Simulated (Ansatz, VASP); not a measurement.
## One calculation of GaSb3, two programs

File INCAR:

```
SYSTEM = GaSb3
ALGO = Normal
EDIFF = 1E-6
ENCUT = 520
GGA = PS
ISIF = 2
ISMEAR = 0
LASPH = .True.
LCHARG = .False.
LREAL = .False.
LWAVE = .False.
NBANDS = 22
NELM = 60
PREC = Accurate
SIGMA = 0.15
```

KPOINTS

```
k-points
0
Gamma
  10 10 10
  0 0 0
```

The input POSCAR:

```
GaSb3
1.0
   -0.0486830498      3.6466703981      3.9139713383
    3.5979873483      0.0000000000      3.8652882885
    3.6466703981      3.6466703981     -0.0486830498
Ga Sb
1 3
Direct
    0.0000000000      0.0000000000      0.0000000000
    0.2500000000      0.2500000000      0.2500000000
    0.7500000000      0.7500000000      0.7500000000
    0.5000000000      0.5000000000      0.5000000000
```

Input for Ansatz:

```yaml
crystal:
  lattice:
    - [-0.0486830498, 3.6466703981, 3.9139713383]
    - [3.5979873483, 0.0, 3.8652882885]
    - [3.6466703981, 3.6466703981, -0.0486830498]
  atoms:
    - { symbol: Ga, position: [0.0, 0.0, 0.0] }
    - { symbol: Sb, position: [0.25, 0.25, 0.25] }
    - { symbol: Sb, position: [0.75, 0.75, 0.75] }
    - { symbol: Sb, position: [0.5, 0.5, 0.5] }
basis:
  ecutwfc: 420
kpoints:
  mp_grid: { grid: [10, 10, 10] }
hamiltonian:
  xc: pbesol
  pseudopotentials: { kind: paw, azcp: { folder: soft_1 } }
scf:
  occupations: { method: gaussian, width: 0.15 }
output:
  forces: true
  stress: true
  eigenvalues: true
```

Change from the starting cell: engineering shear strain xz -0.0267, normal strain along z +0.0733.

Alike in both runs: task single point; functional PBEsol; k mesh 10 × 10 × 10; occupations gaussian, width 0.15 eV; no spin polarisation.

|  | VASP | Ansatz |
| --- | --- | --- |
| version | VASP 6.6.1 | Ansatz 0.2.0 |
| potentials or method | VASP PAW PBE potentials, release 64 (Ga_d, Sb), cutoff 520 eV | scalar-relativistic, plane waves, PAW |
| valence electrons in the cell | 28 | 58 |

|  | VASP | Ansatz | Ansatz less VASP |
| --- | --- | --- | --- |
| gap on the k mesh at the Fermi level (eV) | none | none | - |
| pressure (GPa) | -3.5 | -3.5 | +0.03 |
| traceless stress, the component that is largest in VASP (GPa) | -0.89 | -0.89 | +0.005 |
| rms of the force components (eV/Å) | 0.017 | 0.017 | 0.0000 |

VASP's potentials were made for PBE, not for PBEsol, and Ansatz warns of the same on its side. Atom by atom the forces differ by 0.000 eV/Å (rms over components). A gap of «none» marks a metal or a gap that the smearing closes. VASP's potentials hold 28 valence electrons a cell and Ansatz's 58, so a difference there can come from the potentials and not from the codes.

Spin-orbit coupling is off throughout.
